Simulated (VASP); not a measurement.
# PbS (Fm-3m) in VASP: a series of runs, part 2 of 2

VASP 6.6.1. The steps go on from the part before.

## Step 3: Electric field gradients, PBE (volume scaled by 1.025)

The input, INCAR:

```
SYSTEM = PbS
PREC = Accurate ; ENCUT = 520
EDIFF = 1E-8 ; ISMEAR = -1
SIGMA = 0.01 ; LREAL = .FALSE.
LASPH = .TRUE. ; NELM = 100
ALGO = Normal ; ISIF = 2
LWAVE = .FALSE. ; LCHARG = .FALSE.
GGA = PE ; LEFG = .TRUE.
NBANDS = 17
```

The input, KPOINTS:

```
regular mesh
0
G
  8 8 8
  0 0 0
```

The input, POSCAR:

```
PbS
1.0
    0.0000000000      2.9895052435      2.9895052435
    2.9895052435      0.0000000000      2.9895052435
    2.9895052435      2.9895052435      0.0000000000
Pb S
1 1
Direct
    0.0000000000      0.0000000000      0.0000000000
    0.5000000000      0.5000000000      0.5000000000
```

Potentials or basis: VASP PAW PBE potentials, release 64 (Pb_d, S).

Launch:

```
$ cat potpaw_PBE.64/Pb_d/POTCAR potpaw_PBE.64/S/POTCAR > POTCAR
$ mpirun -np 1 vasp_std > vasp.out
```

OUTCAR:

```text
SYSTEM = PbS
   PREC = Accurate
   ENCUT = 520
   EDIFF = 1E-8
   ISMEAR = -1
   LREAL = .FALSE.
   LASPH = .TRUE.
   NELM = 100
   ISIF = 2
   GGA = PE

 ion  position               nearest neighbor table
   1  0.000  0.000  0.000-   2 2.99   2 2.99   2 2.99   2 2.99   2 2.99   2 2.99
   2  0.500  0.500  0.500-   1 2.99   1 2.99   1 2.99   1 2.99   1 2.99   1 2.99

  LATTYP: Found a face centered cubic cell.
 ALAT       =     5.9790104870

  Lattice vectors:

 A1 = (   0.0000000000,   2.9895052435,   2.9895052435)
 A2 = (   2.9895052435,   0.0000000000,   2.9895052435)
 A3 = (   2.9895052435,   2.9895052435,   0.0000000000)

Analysis of symmetry for initial positions (statically):
=====================================================================
 Subroutine PRICEL returns:
 Original cell was already a primitive cell.

 Routine SETGRP: Setting up the symmetry group for a
 face centered cubic supercell.

 Subroutine GETGRP returns: Found 48 space group operations
 (whereof 48 operations were pure point group operations)
 out of a pool of 48 trial point group operations.

The static configuration has the point symmetry O_h .

Analysis of symmetry for dynamics (positions and initial velocities):
=====================================================================
 Subroutine PRICEL returns:
 Original cell was already a primitive cell.

 Routine SETGRP: Setting up the symmetry group for a
 face centered cubic supercell.

 Subroutine GETGRP returns: Found 48 space group operations
 (whereof 48 operations were pure point group operations)
 out of a pool of 48 trial point group operations.

[... 150 lines left out ...]
 cond. band min:       5.9352973268   @ k =   0.5000   0.0000   0.0000
 fundamental gap:      0.4494324753
 Fermi energy:         5.7084564802

 k-point     1 :       0.0000    0.0000    0.0000
  band No.  band energies     occupation
      1     -11.2764      2.00000
      2     -11.2764      2.00000
      3     -11.2764      2.00000
      4     -11.2594      2.00000
      5     -11.2594      2.00000
      6      -7.8732      2.00000
[... 457 lines left out ...]
      4     -11.2495      2.00000
      5     -11.2305      2.00000
      6      -6.4826      2.00000
[... 9 lines left out ...]
     16      16.4327      0.00000
     17      16.6568      0.00000

 [... further k-points ...]
[... 5 lines left out ...]
  --------------------------------------------------------------------------------------
  -------------------------------------------------------------------------------------
  Total        0.2477787      0.2477787      0.2477787      0.0000000      0.0000000      0.0000000
  in kB        7.4292770      7.4292770      7.4292770      0.0000000      0.0000000      0.0000000
  external PRESSURE =       7.4292770 kB  Pullay stress =       0.0000000 kB

 VOLUME and BASIS-vectors are now :
 -----------------------------------------------------------------------------
  energy-cutoff  :      520.00
  volume of cell :       53.44
      direct lattice vectors                 reciprocal lattice vectors
     0.000000000  2.989505244  2.989505244    -0.167251755  0.167251755  0.167251755
     2.989505244  0.000000000  2.989505244     0.167251755 -0.167251755  0.167251755
     2.989505244  2.989505244  0.000000000     0.167251755  0.167251755 -0.167251755

 POSITION                                       TOTAL-FORCE (eV/Angst)
 -----------------------------------------------------------------------------------
      0.00000      0.00000      0.00000         0.000000      0.000000     -0.000000
      2.98951      2.98951      2.98951         0.000000     -0.000000      0.000000
 -----------------------------------------------------------------------------------
    total drift:                                0.000000     -0.000000     -0.000000

  FREE ENERGIE OF THE ION-ELECTRON SYSTEM (eV)
  ---------------------------------------------------
  free  energy   TOTEN  =        -8.7679153622 eV

  energy  without entropy=       -8.7679153622  energy(sigma->0) =       -8.76791536

 Electric field gradients (V/A^2)
---------------------------------------------------------------------
 ion       V_xx      V_yy      V_zz      V_xy      V_xz      V_yz
---------------------------------------------------------------------
   1       0.000     0.000     0.000    -0.001    -0.001    -0.001
   2      -0.000    -0.000     0.000    -0.001    -0.001    -0.001
---------------------------------------------------------------------

 Electric field gradients after diagonalization (V/A^2)
 (convention: |V_zz| > |V_xx| > |V_yy|)
----------------------------------------------------------------------
 ion       V_xx      V_yy      V_zz     asymmetry (V_yy - V_xx)/ V_zz
----------------------------------------------------------------------
   1       0.001     0.001    -0.002       0.000
   2       0.001     0.001    -0.001       0.000
----------------------------------------------------------------------

           NMR quadrupolar parameters

 Cq : quadrupolar parameter    Cq=e*Q*V_zz/h
 eta: asymmetry parameters     (V_yy - V_xx)/ V_zz
 Q  : nuclear electric quadrupole moment in mb (millibarn)
----------------------------------------------------------------------
 ion       Cq(MHz)       eta       Q (mb)
----------------------------------------------------------------------
   1      -0.000       0.000       1.000
   2      -0.000       0.000       1.000
----------------------------------------------------------------------
```

OSZICAR:

```text
N       E                     dE             d eps       ncg     rms          rms(c)
DAV:   1     0.161977413043E+03    0.16198E+03   -0.95909E+03   986   0.122E+03
DAV:   2     0.390724101247E+01   -0.15807E+03   -0.15222E+03  1052   0.318E+02
DAV:   3    -0.893492847416E+01   -0.12842E+02   -0.12741E+02  1319   0.944E+01
DAV:   4    -0.926005668436E+01   -0.32513E+00   -0.32469E+00  1250   0.161E+01
DAV:   5    -0.927174392267E+01   -0.11687E-01   -0.11686E-01  1508   0.309E+00    0.446E+00
DAV:   6    -0.876318023710E+01    0.50856E+00   -0.14666E+00  1524   0.801E+00    0.314E+00
DAV:   7    -0.876451126408E+01   -0.13310E-02   -0.14634E-01  1152   0.189E+00    0.183E+00
DAV:   8    -0.876831479392E+01   -0.38035E-02   -0.17681E-02  1197   0.140E+00    0.312E-01
DAV:   9    -0.876770046774E+01    0.61433E-03   -0.39724E-03  1550   0.532E-01    0.888E-02
DAV:  10    -0.876790842717E+01   -0.20796E-03   -0.41250E-04  1132   0.117E-01    0.636E-02
DAV:  11    -0.876791432931E+01   -0.59021E-05   -0.63828E-05  1373   0.868E-02    0.170E-02
DAV:  12    -0.876791528132E+01   -0.95201E-06   -0.43352E-06  1275   0.210E-02    0.363E-03
DAV:  13    -0.876791527198E+01    0.93446E-08   -0.22820E-07  1342   0.481E-03    0.847E-04
DAV:  14    -0.876791533053E+01   -0.58551E-07   -0.13894E-07  1167   0.204E-03    0.576E-04
DAV:  15    -0.876791534843E+01   -0.17902E-07   -0.43955E-09  1074   0.896E-04    0.255E-04
DAV:  16    -0.876791536069E+01   -0.12259E-07   -0.87242E-10   700   0.216E-04    0.721E-05
DAV:  17    -0.876791536221E+01   -0.15248E-08   -0.96730E-11   684   0.123E-04
   1 F= -.87679154E+01 E0= -.87679154E+01  d E =-.130316E-11
```

stdout:

```text
POSCAR found type information on POSCAR PbS
 POSCAR found :  2 types and       2 ions
 scaLAPACK will be used
 LDA part: xc-table for (Slater+PW92), standard interpolation
 POSCAR, INCAR and KPOINTS ok, starting setup
 FFT: planning ... GRIDC
 FFT: planning ... GRID_SOFT
 FFT: planning ... GRID
 WAVECAR not read
 entering main loop
ion   1

ion   2
```

Run time: 54 s. Hardware: 1 thread of Intel Xeon 8259CL, shared host; peak memory 0.18 GiB.

Results:

* Free energy: -8.7679 eV
* Pressure: 0.7 GPa
* Band gap on the k mesh: 0.45 eV, direct

Levels at points of the mesh, in eV from the valence-band top:
```
           k point  band 8  band 9  band 10  band 11  band 12  band 13
(0.00, 0.00, 0.00)   -2.03   -2.03    -2.03     5.17     5.17     5.17
(0.50, 0.00, 0.00)   -1.66   -1.66     0.00     0.45     2.04     2.04
(0.50, 0.50, 0.00)   -4.97   -3.26    -3.26     3.99     5.52     5.62
```

Caveat: without QUAD_EFG the Cq values of the log hold for a quadrupole moment of 1 mb, not for the nuclei; spin-orbit coupling is left out, which moves the levels of the heavy elements.
